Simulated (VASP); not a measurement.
# MgS (Imm2) in VASP: single point with HSE06

Aim: the single point of MgS with HSE06.

Everything below comes from runs of VASP 6.6.1. Logs are shortened: lines on timing, memory, paths and dates and some standing lists are left out, and cuts for length are marked.

### Step 1. The cell of the first run

Symmetry: Imm2, No. 44, orthorhombic system. The conventional cell has a = 3.983 Å, b = 4.023 Å, c = 5.662 Å, α = 90.00°, β = 90.00°, γ = 90.00°. Within 3.2 Å of Mg (site symmetry mm2) lie 4 S at 2.45 Å. Within 3.2 Å of S (site symmetry mm2) lie 4 Mg at 2.45 Å.

### Step 2. Single point, HSE06 (shear xy strain -1.0%)

POSCAR

```
MgS
1.0
   -0.0141543842      2.8308768404      2.8308768404
    2.8308768404     -0.0141543842      2.8308768404
    2.8167224562      2.8167224562      0.0000000000
Mg S
1 1
Direct
   -0.0009195632     -0.0009195632      0.0009195632
    0.2509195632      0.2509195632      0.2490804368
```

INCAR.step1

```
SYSTEM = MgS
PREC     = Accurate       ! precision mode
ENCUT    = 520            ! plane-wave cutoff, eV
EDIFF    = 1E-5           ! SCF threshold, eV
ISMEAR   = 0              ! smearing method
SIGMA    = 0.01           ! smearing width, eV
LREAL    = .False.        ! projectors in reciprocal space
LASPH    = .True.         ! aspherical terms in the spheres
NELM     = 60             ! most SCF steps
ALGO     = Normal         ! electronic algorithm
ISIF     = 2              ! what is computed and relaxed
LWAVE    = .True.         ! write WAVECAR
LCHARG   = .False.        ! write CHGCAR
NBANDS   = 11             ! bands
GGA      = PE             ! functional
```

INCAR.step2

```
SYSTEM = MgS
PREC     = Accurate       ! precision mode
ENCUT    = 520            ! plane-wave cutoff, eV
EDIFF    = 1E-7           ! SCF threshold, eV
ISMEAR   = 0              ! smearing method
SIGMA    = 0.01           ! smearing width, eV
LREAL    = .False.        ! projectors in reciprocal space
LASPH    = .True.         ! aspherical terms in the spheres
NELM     = 60             ! most SCF steps
ALGO     = Normal         ! electronic algorithm
ISIF     = 2              ! what is computed and relaxed
LWAVE    = .False.        ! write WAVECAR
LCHARG   = .False.        ! write CHGCAR
GGA      = PE             ! functional
LHFCALC  = .True.         ! exact exchange
HFSCREEN = 0.2079         ! screening, 1/A
PRECFOCK = Normal       
NBANDS   = 11             ! bands
ISTART   = 1
```

KPOINTS

```
Automatic mesh
0
Gamma
  6 6 6
  0 0 0
```

Potentials or basis: VASP PAW PBE potentials, release 64 (Mg, S).

Started as:

```console
$ cat potpaw_PBE.64/Mg/POTCAR potpaw_PBE.64/S/POTCAR > POTCAR
$ cp INCAR.step1 INCAR
$ mpirun -np 1 vasp_std > vasp.out
$ cp INCAR.step2 INCAR
$ mpirun -np 1 vasp_std > vasp.out
```

OUTCAR:

```text
SYSTEM = MgS
   PREC = Accurate
   ENCUT = 520
   EDIFF = 1E-7
   ISMEAR = 0
   LREAL = .False.
   LASPH = .True.
   NELM = 60
   ISIF = 2
   GGA = PE
   LHFCALC = .True.
   HFSCREEN = 0.2079
   PRECFOCK = Normal
   ISTART = 1

 ion  position               nearest neighbor table
   1  0.999  0.999  0.001-   2 2.45   2 2.45   2 2.45   2 2.45
   2  0.251  0.251  0.249-   1 2.45   1 2.45   1 2.45   1 2.45

  LATTYP: Found a body centered orthorhombic cell.
 ALAT       =     3.9834470990
 B/A-ratio  =     1.0100502513
 C/A-ratio  =     1.4213201632

  Lattice vectors:

 A1 = (   0.0141543842,  -2.8308768404,  -2.8308768404)
 A2 = (  -0.0141543842,   2.8308768404,  -2.8308768404)
 A3 = (   2.8308768404,  -0.0141543842,   2.8308768404)

Analysis of symmetry for initial positions (statically):
=====================================================================
 Subroutine PRICEL returns:
 Original cell was already a primitive cell.

 Routine SETGRP: Setting up the symmetry group for a
 body centered orthorhombic supercell.

 Subroutine GETGRP returns: Found  4 space group operations
 (whereof  4 operations were pure point group operations)
 out of a pool of  8 trial point group operations.

The static configuration has the point symmetry C_2v.

Analysis of symmetry for dynamics (positions and initial velocities):
=====================================================================
 Subroutine PRICEL returns:
 Original cell was already a primitive cell.

 Routine SETGRP: Setting up the symmetry group for a
 body centered orthorhombic supercell.

 Subroutine GETGRP returns: Found  4 space group operations
 (whereof  4 operations were pure point group operations)
 out of a pool of  8 trial point group operations.

The dynamic configuration has the point symmetry C_2v.

 Subroutine INISYM returns: Found  4 space group operations
 (whereof  4 operations are pure point group operations),
 and found     1 'primitive' translations

----------------------------------------------------------------------------------------

                                     Primitive cell

  volume of cell :      45.3714

  direct lattice vectors                    reciprocal lattice vectors
    -0.014154384  2.830876840  2.830876840    -0.175744996  0.175744996  0.176623721
     2.830876840 -0.014154384  2.830876840     0.175744996 -0.175744996  0.176623721
     2.816722456  2.816722456  0.000000000     0.177511277  0.177511277 -0.176623721

  length of vectors
     4.003489443  4.003489443  3.983447099     0.304907438  0.304907438  0.306946975

  position of ions in fractional coordinates (direct lattice)
     0.999080437  0.999080437  0.000919563
     0.250919563  0.250919563  0.249080437

  ion indices of the primitive-cell ions
   primitive index   ion index
                 1           1
                 2           2

----------------------------------------------------------------------------------------

 KPOINTS: Automatic mesh

Automatic generation of k-mesh.
 Grid dimensions read from file:
 generate k-points for:    6    6    6

 Generating k-lattice:

  Cartesian coordinates                     Fractional coordinates (reciprocal lattice)
    -0.029290833  0.029290833  0.029437287     0.166666667  0.000000000  0.000000000
     0.029290833 -0.029290833  0.029437287     0.000000000  0.166666667  0.000000000
     0.029585213  0.029585213 -0.029437287    -0.000000000 -0.000000000  0.166666667

  Length of vectors
     0.050817906  0.050817906  0.051157829

  Shift w.r.t. Gamma in fractional coordinates (k-lattice)
     0.000000000  0.000000000  0.000000000

 Subroutine IBZKPT returns following result:
 ===========================================

 Found     46 irreducible k-points:

 Following reciprocal coordinates:
            Coordinates               Weight
  0.000000  0.000000  0.000000      1.000000
  0.166667 -0.000000  0.000000      4.000000
  0.333333 -0.000000  0.000000      4.000000
  0.500000  0.000000  0.000000      2.000000
  0.166667  0.166667  0.000000      2.000000
  0.333333  0.166667  0.000000      4.000000
[... 16 lines left out ...]
 -0.166667  0.333333  0.166667      4.000000
  0.500000  0.500000  0.166667      4.000000
 [... further k-points ...]
   k-points           NKPTS =     46   k-points in BZ     NKDIM =    216   number of bands    NBANDS=     11
   number of dos      NEDOS =    301   number of ions     NIONS =      2
   total plane-waves  NPLWV =  27000
   dimension x,y,z NGX =    30 NGY =   30 NGZ =   30
   dimension x,y,z NGXF=    60 NGYF=   60 NGZF=   60
   ions per type =               1   1
   NGX,Y,Z   is equivalent  to a cutoff of  12.46, 12.46, 12.52 a.u.
   NGXF,Y,Z  is equivalent  to a cutoff of  24.92, 24.92, 25.04 a.u.
 SYSTEM =  MgS
   PREC   = accura    normal or accurate (medium, high low for compatibility)
   ISTART =      1    job   : 0-new  1-cont  2-samecut
   ICHARG =      0    charge: 1-file 2-atom 10-const
   ISPIN  =      1    spin polarized calculation?
   LNONCOLLINEAR =      F non collinear calculations
   LSORBIT =      F    spin-orbit coupling
   LASPH  =      T    aspherical Exc in radial PAW
   ENCUT  =  520.0 eV  38.22 Ry    6.18 a.u.   7.44  7.44  7.41*2*pi/ulx,y,z
   NELM   =     60;   NELMIN=  2; NELMDL=  0     # of ELM steps
   EDIFF  = 0.1E-06   stopping-criterion for ELM
   LREAL  =      F    real-space projection
   EDIFFG = 0.1E-05   stopping-criterion for IOM
   NSW    =      0    number of steps for IOM
   IBRION =     -1    ionic relax: 0-MD 1-quasi-New 2-CG
   NFREE  =      0    steps in history (QN), initial steepest desc. (CG)
   ISIF   =      2    stress and relaxation
   ISYM   =      3    0-nonsym 1-usesym 2-fastsym
   POTIM  = 0.5000    time-step for ionic-motion
   TEBEG  =    0.0;   TEEND  =   0.0 temperature during run
   PSTRESS=    0.0 pullay stress
   NELECT =       8.0000    total number of electrons
   NUPDOWN=      -1.0000    fix difference up-down
   EMIN   =  10.00;   EMAX   =-10.00  energy-range for DOS
   EFERMI =   0.00;   METHOD = LEGACY
   ISMEAR =     0;   SIGMA  =   0.01  broadening in eV -4-tet -1-fermi 0-gaus
   EFERMI_NEDOS =   21; number of points for ismear=-14 and -15
   IALGO  =     38    algorithm
   IMIX   =      1    mixing-type and parameters
     AMIX     =   0.40;   BMIX     =  1.00
     AMIX_MAG =   1.60;   BMIX_MAG =  1.00
  volume/ion in A,a.u.               =      22.69       153.09
  Fermi-wavevector in a.u.,A,eV,Ry     =   0.918003  1.734774 11.466033  0.842730
  Thomas-Fermi vector in A             =   2.043036
   LORBIT       =      0    0 simple, 1 ext, 2 COOP (PROOUT), +10 PAW based schemes
   GGA     = PE    functional components
   LHFCALC =     T    Hartree Fock is set to
   PRECFOCK=normal    Normal, Fast or Accurate (Low or Medium for compatibility)
   ENCUT4O =  -1.0   cutoff for four orbital integrals eV
   NKREDX  =     1    reduce k-point grid by
   NKREDY  =     1    reduce k-point grid by
   NKREDZ  =     1    reduce k-point grid by
   AEXX    =    0.2500 exact exchange contribution
   HFSCREEN=    0.2079 screening length (either q_TF or 0.3 A-1)
   HFSCREENC=   0.2079 screening length for correlation (either q_TF or 0.3 A-1)
   ENCUTFOCK=  -1.0 apply spherical cutoff to Coloumb kernel
   IVDW    =     0    specifies the selected vdW correction
   LEPSILON=     F    determine dielectric tensor
   LRPA    =     F    only Hartree local field effects (RPA)
 non-spin polarized calculation
 Gauss-broadening in eV      SIGMA  =   0.01
  energy-cutoff  :      520.00
  volume of cell :       45.37
 maximum number of plane-waves:      1243
 NGX is ok and might be reduce to    30
  NGX = 24; NGY = 24; NGZ = 24

 number of electron       8.0000001 magnetization

 Free energy of the ion-electron system (eV)
  ---------------------------------------------------
  ext. energy  EPLUGINS =         0.00000000
  ---------------------------------------------------
  free energy    TOTEN  =        -9.84528676 eV

  energy without entropy =       -9.84528676  energy(sigma->0) =       -9.84528676

 E-fermi :   0.4887     XC(G=0):  -7.0196

 val. band max:        0.3615488648   @ k =   0.0000   0.0000   0.0000
 cond. band min:       4.8414963104   @ k =   0.0000   0.0000   0.0000
 fundamental gap:      4.4799474455
 Fermi energy:         0.4886573434

 k-point     1 :       0.0000    0.0000    0.0000
  band No.  band energies     occupation
      1     -12.0920      2.00000
      2       0.3022      2.00000
      3       0.3312      2.00000
      4       0.3615      2.00000
      5       4.8415      0.00000
      6       9.4461      0.00000
      7       9.5164      0.00000
      8       9.5852      0.00000
      9      12.5291      0.00000
     10      12.5303      0.00000
     11      15.3749      0.00000

 k-point     2 :       0.1667   -0.0000    0.0000
  band No.  band energies     occupation
      1     -11.9272      2.00000
      2      -0.8030      2.00000
      3       0.2280      2.00000
      4       0.2638      2.00000
      5       5.8723      0.00000
      6       9.2157      0.00000
      7       9.7609      0.00000
      8       9.8436      0.00000
      9      11.8797      0.00000
     10      11.9181      0.00000
     11      14.3869      0.00000

 k-point     3 :       0.3333   -0.0000    0.0000
  band No.  band energies     occupation
      1     -11.5588      2.00000
      2      -2.3950      2.00000
      3       0.0562      2.00000
      4       0.0842      2.00000
      5       6.6051      0.00000
      6       9.4651      0.00000
      7       9.5239      0.00000
      8       9.7299      0.00000
      9      12.8647      0.00000
     10      12.9603      0.00000
     11      13.7515      0.00000
[... 267 lines left out ...]
 k-point    23 :      -0.1667    0.3333    0.1667
  band No.  band energies     occupation
      1     -11.3052      2.00000
      2      -2.2952      2.00000
      3      -1.0917      2.00000
      4      -0.4012      2.00000
      5       7.1062      0.00000
      6       8.6385      0.00000
      7       9.0867      0.00000
      8      11.4955      0.00000
      9      12.4169      0.00000
     10      15.2563      0.00000
     11      16.1489      0.00000

 k-point    24 :       0.5000    0.5000    0.1667
  band No.  band energies     occupation
      1     -11.1622      2.00000
      2      -2.4900      2.00000
      3      -1.1247      2.00000
      4      -0.6686      2.00000
      5       5.9160      0.00000
      6       7.9091      0.00000
      7      11.1597      0.00000
      8      12.0726      0.00000
      9      13.5446      0.00000
     10      15.4172      0.00000
     11      16.4320      0.00000

 [... further k-points ...]
[... 5 lines left out ...]
  --------------------------------------------------------------------------------------
  -------------------------------------------------------------------------------------
  Total       -0.0375434     -0.0375434     -0.0385903      0.0907797      0.0000000      0.0000000
  in kB       -1.3257510     -1.3257510     -1.3627202      3.2056592      0.0000000      0.0000000
  external PRESSURE =      -1.3380741 kB  Pullay stress =       0.0000000 kB

 VOLUME and BASIS-vectors are now :
 -----------------------------------------------------------------------------
  energy-cutoff  :      520.00
  volume of cell :       45.37
      direct lattice vectors                 reciprocal lattice vectors
    -0.014154384  2.830876840  2.830876840    -0.175744996  0.175744996  0.176623721
     2.830876840 -0.014154384  2.830876840     0.175744996 -0.175744996  0.176623721
     2.816722456  2.816722456  0.000000000     0.177511277  0.177511277 -0.176623721

 POSITION                                       TOTAL-FORCE (eV/Angst)
 -----------------------------------------------------------------------------------
      2.81672      2.81672      5.65655        -0.000000     -0.000000     -0.000309
      1.40836      1.40836      1.42064         0.000000      0.000000      0.000309
 -----------------------------------------------------------------------------------
    total drift:                                0.000000      0.000000     -0.000085

  FREE ENERGIE OF THE ION-ELECTRON SYSTEM (eV)
  ---------------------------------------------------
  free  energy   TOTEN  =        -9.8452867553 eV

  energy  without entropy=       -9.8452867553  energy(sigma->0) =       -9.84528676
```

Wall time 28 min (1 thread of Intel Xeon Platinum 8259CL at 2.50GHz (Skylake/Cascade Lake), shared host); peak memory 0.31 GiB.

What came out:

| Item | Value |
| --- | --- |
| Free energy | -9.8453 eV |
| Pressure | -0.1 GPa |
| Band gap on the k mesh | 4.48 eV |

Stress tensor (GPa, compression positive):
```
-0.13  0.32  0.00
 0.32 -0.13  0.00
 0.00  0.00 -0.14
```

Levels at points of the mesh, in eV from the valence-band top:
| k point | band 2 | band 3 | band 4 | band 5 | band 6 | band 7 |
| --- | --- | --- | --- | --- | --- | --- |
| (0.00, 0.00, 0.00) | -0.06 | -0.03 | 0.00 | 4.48 | 9.08 | 9.15 |
| (0.50, 0.00, 0.00) | -3.43 | -0.38 | -0.36 | 6.22 | 8.80 | 8.86 |
| (0.50, 0.50, 0.00) | -3.08 | -1.20 | -1.11 | 4.82 | 6.72 | 12.60 |
| (0.00, 0.00, 0.50) | -3.41 | -0.42 | -0.39 | 6.17 | 8.74 | 8.80 |
| (0.50, 0.00, 0.50) | -3.08 | -1.16 | -1.16 | 4.83 | 6.72 | 12.60 |

Caveat: the cell differs from its parent crystal (shear xy strain -1.0%); the structure was generated, so it needn't be the stable form of MgS; the PAW data sets were made with another functional, which shifts forces and pressure a little. A k mesh can miss the band edges.
